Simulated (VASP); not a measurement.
Input of a VASP 6.6.1 run:

The input INCAR:

```
ALGO = Normal
EDIFF = 1E-6
EDIFFG = -0.002
ENCUT = 600
GGA = PS
IBRION = 2
ISIF = 3
ISMEAR = 0
LASPH = True
LCHARG = False
LREAL = False
LWAVE = False
NELM = 100
NSW = 100
PREC = Accurate
PSTRESS = 20.0
SIGMA = 0.01
```

KPOINTS

```
k-points
0
Gamma
  8 8 4
```

File POSCAR:

```
GaN
1.0
    3.1825860146      0.0000000000      0.0000000000
   -1.5912930073      2.7562003384      0.0000000000
    0.0000000000      0.0000000000      5.1854291207
Ga N
2 2
Direct
    0.3333333333      0.6666666667     -0.0008064438
    0.6666666667      0.3333333333      0.4991935562
    0.3333333333      0.6666666667      0.3758064438
    0.6666666667      0.3333333333      0.8758064438
```

Potentials or basis: VASP PAW PBE potentials, release 64 (Ga_d, N).

Launch:

```bash
$ cat potpaw_PBE.64/Ga_d/POTCAR potpaw_PBE.64/N/POTCAR > POTCAR
$ mpirun -np 1 vasp_std > vasp.out
```

(1) What does it give for the relaxed cell?

(2) Estimate the relaxed volume.

(3) Predict the space group after relaxing (to 0.1 Å).

## Answers

(1) a = 3.169 Å, b = 3.169 Å, c = 5.164 Å, α = 90.00°, β = 90.00°, γ = 120.00°.

(2) 11.23 Å³/atom.

(3) P6_3mc (No. 186).

Caveat: the cell is relaxed towards a set pressure, so the run minimises the enthalpy, not the energy; the PAW data sets were made with another functional, which shifts forces and pressure a little.
